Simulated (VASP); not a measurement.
# Si2Ge2P (R-3m) in VASP: a series of runs

Runs on Si2Ge2P. Level: PBE. Tasks: single point.

All numbers are computed with VASP 6.6.1; they aren't measurements. Logs are shortened: lines on timing, memory, paths and dates and some standing lists are left out, and cuts for length are marked.

### Step 1. The cell of the first run

The structure is trigonal, space group R-3m (No. 166). The conventional cell has a = 3.233 Å, b = 3.233 Å, c = 25.149 Å, α = 90.00°, β = 90.00°, γ = 120.00°. Within 2.8 Å of Si (site symmetry 3m) lie 3 P at 2.13 Å and 3 Ge at 2.44 Å and 3 Si at 2.77 Å. Within 3.3 Å of Ge (site symmetry 3m) lie 3 Si at 2.44 Å and 3 P at 3.20 Å and 6 Ge at 3.23 Å. Within 2.8 Å of P (site symmetry -3m) lie 6 Si at 2.13 Å.

The cell was built from a structure type or drawn by symmetry, and may not be a known phase.

### Step 2. Single point, PBE

The input, INCAR:

```
SYSTEM = Si2Ge2P
  PREC = Accurate
  ENCUT = 520
  EDIFF = 1E-6
  ISMEAR = 0
  SIGMA = 0.1
  LREAL = .False.
  LASPH = .True.
  NELM = 80
  ALGO = Normal
  ISIF = 2
  LWAVE = .False.
  LCHARG = .False.
  GGA = PE
  NBANDS = 28
```

The input, KPOINTS:

```
regular mesh
0
Gamma
  6 6 6
  0 0 0
```

The input, POSCAR:

```
Si2Ge2P
1.0
    1.6166870300      0.9333946900      8.3830051000
   -1.6166870300      0.9333946900      8.3830051000
    0.0000000000     -1.8667893800      8.3830051000
Si Ge P
2 2 1
Direct
    0.3740000100      0.3740000100      0.3740000100
    0.6259999900      0.6259999900      0.6259999900
    0.2300000000      0.2300000000      0.2300000000
    0.7700000000      0.7700000000      0.7700000000
    0.0000000000      0.0000000000      0.0000000000
```

Potentials or basis: VASP PAW PBE potentials, release 64 (Si, Ge_d, P).

Run with:

```console
cat potpaw_PBE.64/Si/POTCAR potpaw_PBE.64/Ge_d/POTCAR potpaw_PBE.64/P/POTCAR > POTCAR
mpirun -np 1 vasp_std > vasp.out
```

OUTCAR:

```text
SYSTEM = Si2Ge2P
   PREC = Accurate
   ENCUT = 520
   EDIFF = 1E-6
   ISMEAR = 0
   LREAL = .False.
   LASPH = .True.
   NELM = 80
   ISIF = 2
   GGA = PE

 ion  position               nearest neighbor table
   1  0.374  0.374  0.374-   5 2.13   5 2.13   5 2.13   4 2.44   4 2.44   4 2.44   2 2.77   2 2.77
                             2 2.77
   2  0.626  0.626  0.626-   5 2.13   5 2.13   5 2.13   3 2.44   3 2.44   3 2.44   1 2.77   1 2.77
                             1 2.77
   3  0.230  0.230  0.230-   2 2.44   2 2.44   2 2.44
   4  0.770  0.770  0.770-   1 2.44   1 2.44   1 2.44
   5  0.000  0.000  0.000-   2 2.13   1 2.13   2 2.13   2 2.13   1 2.13   1 2.13

  LATTYP: Found a trigonal (rhomboedric) cell.
 ALAT       =     8.5883454231
 COS(alpha) =     0.9291299244

  Lattice vectors:

 A1 = (   1.6166870300,   0.9333946900,   8.3830051000)
 A2 = (  -1.6166870300,   0.9333946900,   8.3830051000)
 A3 = (   0.0000000000,  -1.8667893800,   8.3830051000)

Analysis of symmetry for initial positions (statically):
=====================================================================
 Subroutine PRICEL returns:
 Original cell was already a primitive cell.

 Routine SETGRP: Setting up the symmetry group for a
 trigonal (rhombohedral) supercell.

 Subroutine GETGRP returns: Found 12 space group operations
 (whereof 12 operations were pure point group operations)
 out of a pool of 12 trial point group operations.

The static configuration has the point symmetry D_3d.

Analysis of symmetry for dynamics (positions and initial velocities):
=====================================================================
 Subroutine PRICEL returns:
 Original cell was already a primitive cell.

 Routine SETGRP: Setting up the symmetry group for a
 trigonal (rhombohedral) supercell.

 Subroutine GETGRP returns: Found 12 space group operations
 (whereof 12 operations were pure point group operations)
 out of a pool of 12 trial point group operations.

The dynamic configuration has the point symmetry D_3d.

 Subroutine INISYM returns: Found 12 space group operations
 (whereof 12 operations are pure point group operations),
 and found     1 'primitive' translations

----------------------------------------------------------------------------------------

                                     Primitive cell

  volume of cell :      75.9001

  direct lattice vectors                    reciprocal lattice vectors
     1.616687030  0.933394690  8.383005100     0.309274455  0.178559690  0.039762988
    -1.616687030  0.933394690  8.383005100    -0.309274455  0.178559690  0.039762988
     0.000000000 -1.866789380  8.383005100     0.000000000 -0.357119380  0.039762988

  length of vectors
     8.588345423  8.588345423  8.588345422     0.359326240  0.359326240  0.359326240

  position of ions in fractional coordinates (direct lattice)
     0.374000010  0.374000010  0.374000010
     0.625999990  0.625999990  0.625999990
     0.230000000  0.230000000  0.230000000
     0.770000000  0.770000000  0.770000000
     0.000000000  0.000000000  0.000000000

  ion indices of the primitive-cell ions
   primitive index   ion index
                 1           1
                 2           2
                 3           3
                 4           4
                 5           5

----------------------------------------------------------------------------------------

 KPOINTS: regular mesh

Automatic generation of k-mesh.
 Grid dimensions read from file:
 generate k-points for:    6    6    6

 Generating k-lattice:

  Cartesian coordinates                     Fractional coordinates (reciprocal lattice)
     0.051545742  0.029759948  0.006627165     0.166666667  0.000000000  0.000000000
    -0.051545742  0.029759948  0.006627165     0.000000000  0.166666667  0.000000000
     0.000000000 -0.059519897  0.006627165     0.000000000  0.000000000  0.166666667

  Length of vectors
     0.059887707  0.059887707  0.059887707

  Shift w.r.t. Gamma in fractional coordinates (k-lattice)
     0.000000000  0.000000000  0.000000000

 Subroutine IBZKPT returns following result:
 ===========================================

 Found     32 irreducible k-points:

 Following reciprocal coordinates:
            Coordinates               Weight
  0.000000  0.000000  0.000000      1.000000
  0.166667  0.000000  0.000000      6.000000
  0.333333  0.000000 -0.000000      6.000000
  0.500000  0.000000 -0.000000      3.000000
  0.166667  0.166667  0.000000      6.000000
  0.333333  0.166667  0.000000     12.000000
[... 16 lines left out ...]
  0.500000  0.500000  0.166667      6.000000
 -0.333333  0.500000  0.166667     12.000000
 [... further k-points ...]
   k-points           NKPTS =     32   k-points in BZ     NKDIM =     32   number of bands    NBANDS=     28
   number of dos      NEDOS =    301   number of ions     NIONS =      5
   total plane-waves  NPLWV = 262144
   dimension x,y,z NGX =    64 NGY =   64 NGZ =   64
   dimension x,y,z NGXF=   128 NGYF=  128 NGZF=  128
   ions per type =               2   2   1
   NGX,Y,Z   is equivalent  to a cutoff of  12.39, 12.39, 12.39 a.u.
   NGXF,Y,Z  is equivalent  to a cutoff of  24.78, 24.78, 24.78 a.u.
 SYSTEM =  Si2Ge2P
   PREC   = accura    normal or accurate (medium, high low for compatibility)
   ISTART =      0    job   : 0-new  1-cont  2-samecut
   ICHARG =      2    charge: 1-file 2-atom 10-const
   ISPIN  =      1    spin polarized calculation?
   LNONCOLLINEAR =      F non collinear calculations
   LSORBIT =      F    spin-orbit coupling
   LASPH  =      T    aspherical Exc in radial PAW
   ENCUT  =  520.0 eV  38.22 Ry    6.18 a.u.  15.97 15.97 15.97*2*pi/ulx,y,z
   NELM   =     80;   NELMIN=  2; NELMDL= -5     # of ELM steps
   EDIFF  = 0.1E-05   stopping-criterion for ELM
   LREAL  =      F    real-space projection
   EDIFFG = 0.1E-04   stopping-criterion for IOM
   NSW    =      0    number of steps for IOM
   IBRION =     -1    ionic relax: 0-MD 1-quasi-New 2-CG
   NFREE  =      0    steps in history (QN), initial steepest desc. (CG)
   ISIF   =      2    stress and relaxation
   ISYM   =      2    0-nonsym 1-usesym 2-fastsym
   POTIM  = 0.5000    time-step for ionic-motion
   TEBEG  =    0.0;   TEEND  =   0.0 temperature during run
   PSTRESS=    0.0 pullay stress
   NELECT =      41.0000    total number of electrons
   NUPDOWN=      -1.0000    fix difference up-down
   EMIN   =  10.00;   EMAX   =-10.00  energy-range for DOS
   EFERMI =   0.00;   METHOD = LEGACY
   ISMEAR =     0;   SIGMA  =   0.10  broadening in eV -4-tet -1-fermi 0-gaus
   EFERMI_NEDOS =   21; number of points for ismear=-14 and -15
   IALGO  =     38    algorithm
   IMIX   =      4    mixing-type and parameters
     AMIX     =   0.40;   BMIX     =  1.00
     AMIX_MAG =   1.60;   BMIX_MAG =  1.00
  volume/ion in A,a.u.               =      15.18       102.44
  Fermi-wavevector in a.u.,A,eV,Ry     =   1.333282  2.519538 24.186274  1.777641
  Thomas-Fermi vector in A             =   2.462152
   LORBIT       =      0    0 simple, 1 ext, 2 COOP (PROOUT), +10 PAW based schemes
   GGA     = PE    functional components
   LHFCALC =     F    Hartree Fock is set to
   AEXX    =    0.0000 exact exchange contribution
   IVDW    =     0    specifies the selected vdW correction
   LEPSILON=     F    determine dielectric tensor
   LRPA    =     F    only Hartree local field effects (RPA)
 non-spin polarized calculation
 Gauss-broadening in eV      SIGMA  =   0.10
  energy-cutoff  :      520.00
  volume of cell :       75.90
 maximum number of plane-waves:      2072
   NGX = 31   NGY = 31   NGZ = 31

 number of electron      40.9999996 magnetization

 Free energy of the ion-electron system (eV)
  ---------------------------------------------------
  ext. energy  EPLUGINS =         0.00000000
  ---------------------------------------------------
  free energy    TOTEN  =       -19.78934369 eV

  energy without entropy =      -19.77841252  energy(sigma->0) =      -19.78387811

 E-fermi :   8.8850     XC(G=0): -11.2251

 val. band max:        8.8487857807   @ k =   0.5000   0.5000   0.1667
 cond. band min:       8.8910995848   @ k =  -0.3333   0.3333   0.1667
 fundamental gap:      0.0423138041
 Fermi energy:         8.8849521523

 k-point     1 :       0.0000    0.0000    0.0000
  band No.  band energies     occupation
      1     -15.4391      2.00000
      2     -15.4391      2.00000
      3     -15.4376      2.00000
      4     -15.4376      2.00000
      5     -15.4312      2.00000
      6     -15.4271      2.00000
[... 20 lines left out ...]
     27      14.9163      0.00000
     28      14.9163      0.00000

 k-point     2 :       0.1667    0.0000    0.0000
  band No.  band energies     occupation
      1     -15.4439      2.00000
      2     -15.4421      2.00000
      3     -15.4312      2.00000
      4     -15.4288      2.00000
      5     -15.4242      2.00000
      6     -15.4205      2.00000
[... 20 lines left out ...]
     27      15.1030      0.00000
     28      15.6810      0.00000

 k-point     3 :       0.3333    0.0000   -0.0000
  band No.  band energies     occupation
      1     -15.4552      2.00000
      2     -15.4527      2.00000
      3     -15.4299      2.00000
      4     -15.4294      2.00000
      5     -15.4258      2.00000
      6     -15.4220      2.00000
[... 20 lines left out ...]
     27      14.6334      0.00000
     28      15.8620      0.00000

 k-point     4 :       0.5000    0.0000   -0.0000
  band No.  band energies     occupation
      1     -15.4613      2.00000
      2     -15.4584      2.00000
      3     -15.4353      2.00000
      4     -15.4347      2.00000
      5     -15.4263      2.00000
      6     -15.4220      2.00000
[... 578 lines left out ...]
     27      15.4923      0.00000
     28      15.5556      0.00000

 k-point    23 :       0.5000    0.5000    0.1667
  band No.  band energies     occupation
      1     -15.4555      2.00000
      2     -15.4525      2.00000
      3     -15.4299      2.00000
      4     -15.4296      2.00000
      5     -15.4259      2.00000
      6     -15.4219      2.00000
[... 20 lines left out ...]
     27      14.4470      0.00000
     28      15.2034      0.00000

 k-point    24 :      -0.3333    0.5000    0.1667
  band No.  band energies     occupation
      1     -15.4533      2.00000
      2     -15.4504      2.00000
      3     -15.4308      2.00000
      4     -15.4292      2.00000
      5     -15.4264      2.00000
      6     -15.4233      2.00000
[... 20 lines left out ...]
     27      14.3940      0.00000
     28      15.3217      0.00000

 [... further k-points ...]

------------------------ aborting loop because EDIFF is reached ----------------------------------------

  FORCE on cell =-STRESS in cart. coord.  units (eV):
  Direction    XX          YY          ZZ          XY          YZ          ZX
  --------------------------------------------------------------------------------------
  -------------------------------------------------------------------------------------
  Total       19.5482109     19.5482108     19.3986133      0.0000000     -0.0000000      0.0000000
  in kB      412.6438130    412.6438113    409.4859528      0.0000000     -0.0000000      0.0000000
  external PRESSURE =     411.5911924 kB  Pullay stress =       0.0000000 kB

 VOLUME and BASIS-vectors are now :
 -----------------------------------------------------------------------------
  energy-cutoff  :      520.00
  volume of cell :       75.90
      direct lattice vectors                 reciprocal lattice vectors
     1.616687030  0.933394690  8.383005100     0.309274455  0.178559690  0.039762988
    -1.616687030  0.933394690  8.383005100    -0.309274455  0.178559690  0.039762988
     0.000000000 -1.866789380  8.383005100     0.000000000 -0.357119380  0.039762988

 POSITION                                       TOTAL-FORCE (eV/Angst)
 -----------------------------------------------------------------------------------
      0.00000      0.00000      9.40573         0.000000      0.000000      4.591341
      0.00000      0.00000     15.74328         0.000000     -0.000000     -4.591341
      0.00000      0.00000      5.78427         0.000000      0.000000     -2.189750
      0.00000      0.00000     19.36474         0.000000     -0.000000      2.189750
      0.00000      0.00000      0.00000         0.000000      0.000000      0.000000
 -----------------------------------------------------------------------------------
    total drift:                               -0.000000      0.000000     -0.000000

  FREE ENERGIE OF THE ION-ELECTRON SYSTEM (eV)
  ---------------------------------------------------
  free  energy   TOTEN  =       -19.7893436947 eV

  energy  without entropy=      -19.7784125186  energy(sigma->0) =      -19.78387811
```

Run time: 7.4 min. Hardware: 1 thread of Oxide Virtual Turin-like, shared host; peak memory 0.5 GiB.

What came out:

* Free energy: -19.7893 eV
* Pressure: 41.2 GPa
* Largest force: 4.591 eV/Å
* Band gap on the k mesh: zero (an odd number of electrons rules out a gap without spin polarisation)

Forces on the atoms (eV/Å):
```
Si   0.000  0.000  4.591
Si   0.000  0.000 -4.591
Ge   0.000  0.000 -2.190
Ge   0.000  0.000  2.190
P    0.000  0.000  0.000
```

Stress tensor (GPa, compression positive):
```
41.26  0.00  0.00
 0.00 41.26  0.00
 0.00  0.00 40.95
```

Levels at points of the mesh, in eV from the Fermi level:
```
           k point  band 18  band 19  band 20  band 21  band 22  band 23  band 24  band 25
(0.00, 0.00, 0.00)    -0.52    -0.52     1.72     2.22     3.31     3.31     4.19     4.19
(0.50, 0.00, 0.00)    -2.79    -2.69    -2.01    -0.55     0.36     2.13     2.17     2.60
(0.50, 0.50, 0.00)    -3.27    -3.06    -1.91    -0.48     0.52     1.84     2.84     3.57
(0.50, 0.50, 0.50)    -1.07    -0.52    -0.52     2.28     3.28     3.28     4.28     4.28
```

Caveat: the k points lie up to 0.38 Å⁻¹ apart, too coarse for converged energies and pressures of a metal; forces of over 1 eV/Å act on the atoms, so gaps and moduli don't describe the material at rest.

### Step 3. Single point, PBE

This run uses another cell than the first one, of 17.28 Å³/atom.

The input, INCAR:

```
SYSTEM = Si2Ge2P
PREC = Accurate
ENCUT = 520
EDIFF = 1E-6
ISMEAR = 0
SIGMA = 0.1
LREAL = .FALSE.
LASPH = .TRUE.
NELM = 60
ALGO = Normal
ISIF = 2
LWAVE = .FALSE.
LCHARG = .FALSE.
GGA = PE
NBANDS = 28
```

The input, KPOINTS:

```
Automatic mesh
0
G
  6 6 6
  0 0 0
```

The input, POSCAR:

```
Si2Ge2P
1.0
    1.7775983603      1.0262968918      7.8947291790
   -1.7775983603      1.0262968918      7.8947291790
    0.0000000000     -2.0525937837      7.8947291790
Si Ge P
2 2 1
Direct
    0.3931940740      0.3931940740      0.3931940740
    0.6068059260      0.6068059260      0.6068059260
    0.2037663922      0.2037663922      0.2037663922
    0.7962336078      0.7962336078      0.7962336078
    0.0000000000      0.0000000000      0.0000000000
```

Potentials or basis: VASP PAW PBE potentials, release 64 (Si, Ge_d, P).

Run with:

```console
cat potpaw_PBE.64/Si/POTCAR potpaw_PBE.64/Ge_d/POTCAR potpaw_PBE.64/P/POTCAR > POTCAR
mpirun -np 1 vasp_std > vasp.out
```

Wall time 8.1 min (1 thread of Oxide Virtual Turin-like, shared host); peak memory 0.54 GiB.

Results (log left out):

```
Free energy            : -24.0987 eV
Pressure               : -0.1 GPa
Largest force          : 0.018 eV/Å
Band gap on the k mesh : zero (an odd number of electrons rules out a gap without spin polarisation)
```

Forces in eV/Å, atoms in the order of the input:
```
Si   0.000  0.000  0.000
Si   0.000  0.000  0.000
Ge   0.000  0.000  0.018
Ge   0.000  0.000 -0.018
P    0.000  0.000  0.000
```

Stress tensor (GPa, compression positive):
```
-0.05  0.00  0.00
 0.00 -0.05  0.00
 0.00  0.00 -0.20
```

Levels at points of the mesh, in eV from the Fermi level:
```csv
k point,band 19,band 20,band 21,band 22,band 23,band 24
"(0.00, 0.00, 0.00)",0.84,1.87,2.24,2.24,2.37,2.37
"(0.50, 0.00, 0.00)",-1.75,-1.45,-1.37,-1.12,2.09,2.62
"(0.50, 0.50, 0.00)",-3.45,-0.43,-0.10,0.25,0.32,2.44
"(0.50, 0.50, 0.50)",0.94,0.94,1.48,1.48,2.53,3.75
```
